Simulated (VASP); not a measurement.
A run of VASP 6.6.1 is set up as follows.

INCAR

```
PREC = Accurate
ENCUT = 600
EDIFF = 1E-7
ISMEAR = -1
SIGMA = 0.15
LREAL = False
LASPH = True
NELM = 100
ALGO = Fast
ISIF = 3
LWAVE = False
LCHARG = False
GGA = PS
IBRION = 2
NSW = 80
EDIFFG = -0.001
PSTRESS = 30.0
```

File KPOINTS:

```
regular mesh
0
Gamma
  18 18 10
```

POSCAR

```
Ru
1.0
    2.6916927100      0.0000000000      0.0000000000
   -1.3458463550      2.3310742660      0.0000000000
    0.0000000000      0.0000000000      4.2517439378
Ru
2
Direct
    0.3333333333      0.6666666667      0.2500000000
    0.6666666667      0.3333333333      0.7500000000
```

Potentials or basis: VASP PAW PBE potentials, release 64 (Ru_pv).

Launch:

```console
$ cat potpaw_PBE.64/Ru_pv/POTCAR > POTCAR
$ mpirun -np 1 vasp_std > vasp.out
```

Q: Estimate the relaxed cell.

A: a = 2.683 Å, b = 2.683 Å, c = 4.241 Å, α = 90.00°, β = 90.00°, γ = 120.00°.

Q: What does it give for the relaxed volume?

A: 13.22 Å³/atom.

Q: Estimate the band gap on the k mesh.

A: Zero (bands 14 and 15 overlap by 3.26 eV).

Final structure:
```xyz
2
Lattice="2.6835 0.0000 0.0000 -1.3417 2.3240 0.0000 0.0000 0.0000 4.2406" Properties=species:S:1:pos:R:3 pbc="T T T"
Ru    0.0000    1.5493    1.0602
Ru    1.3417    0.7747    3.1804
```

Caveat: the cell is relaxed towards a set pressure, so the run minimises the enthalpy, not the energy; the PAW data sets were made with another functional, which shifts forces and pressure a little.
